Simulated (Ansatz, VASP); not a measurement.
## Two plane-wave programs on Ni

File INCAR:

```
SYSTEM = Ni
PREC = Accurate ; ENCUT = 520
EDIFF = 1E-6 ; ISMEAR = -1
SIGMA = 0.05 ; LREAL = .FALSE.
LASPH = .TRUE. ; NELM = 150
ALGO = Normal ; ISIF = 2
LWAVE = .FALSE. ; LCHARG = .TRUE.
ISPIN = 2 ; MAGMOM = 1.5
LORBIT = 11 ; LMAXMIX = 4
GGA = CA ; LELF = .TRUE.
LVHAR = .TRUE. ; NBANDS = 15
```

Contents of KPOINTS:

```
Automatic mesh
0
G
  17 17 17
  0 0 0
```

POSCAR

```
Ni
1.0
   -1.4704171015      1.4704171015      1.4704171015
    1.4704171015     -1.4704171015      1.4704171015
    1.4704171015      1.4704171015     -1.4704171015
Ni
1
Direct
    0.0000000000      0.0000000000      0.0000000000
```

Input for Ansatz:

```yaml
crystal:
  lattice:
    - [-1.4704171015, 1.4704171015, 1.4704171015]
    - [1.4704171015, -1.4704171015, 1.4704171015]
    - [1.4704171015, 1.4704171015, -1.4704171015]
  atoms:
    - { symbol: Ni, position: [0.0, 0.0, 0.0], spin: 1.5 }
magnetization:
  spin_polarized: true
kpoints:
  mp_grid: { grid: [17, 17, 17] }
scf:
  occupations: { method: fermi_dirac, width: 0.05 }
  lower_state_search: "off"
hamiltonian:
  xc: lda
  pseudopotentials: { kind: paw }
output:
  forces: true
  stress: true
  eigenvalues: true
  populations: true
  write_density: true
  write_potential: true
  elf: true
  volumetric_format: npy
```

Change from the starting cell: volume scaled by 1.2, PAW files.

Alike in both runs: task single point; functional LDA; k mesh 17 × 17 × 17; occupations fermi-dirac, width 0.05 eV; collinear spin.

|  | VASP | Ansatz |
| --- | --- | --- |
| version | VASP 6.6.1 | Ansatz 0.2.0 |
| potentials or method | VASP PAW LDA potentials, release 64 (Ni) | PAW with Ansatz's default frozen-core files, scalar-relativistic |
| plane-wave cutoff (eV) | 520 | 420 |
| valence electrons in the cell | 10 | 18 |

Ansatz gave:

| Quantity | Value |
| --- | --- |
| pressure (GPa) | -32.3 |
| net moment per atom (μB) | 0.62 |
| size of the moment on the site where the two differ most (μB) | 0.65 |

Which values does VASP return?

Pressure (GPa): -31.9; net moment per atom (μB): 0.59; size of the moment on the site where the two differ most (μB): 0.60.

LDA's correlation is that of Perdew and Zunger in VASP and of Perdew and Wang (1992) in Ansatz. Site moments also hang on the region over which each program counts them. Both programs put the cell under strong tension, so it lies far from rest at this level. VASP's potentials hold 10 valence electrons a cell and Ansatz's 18, so a difference there can come from the potentials and not from the codes.

Noted on VASP's run: the cell as given lies far from equilibrium.
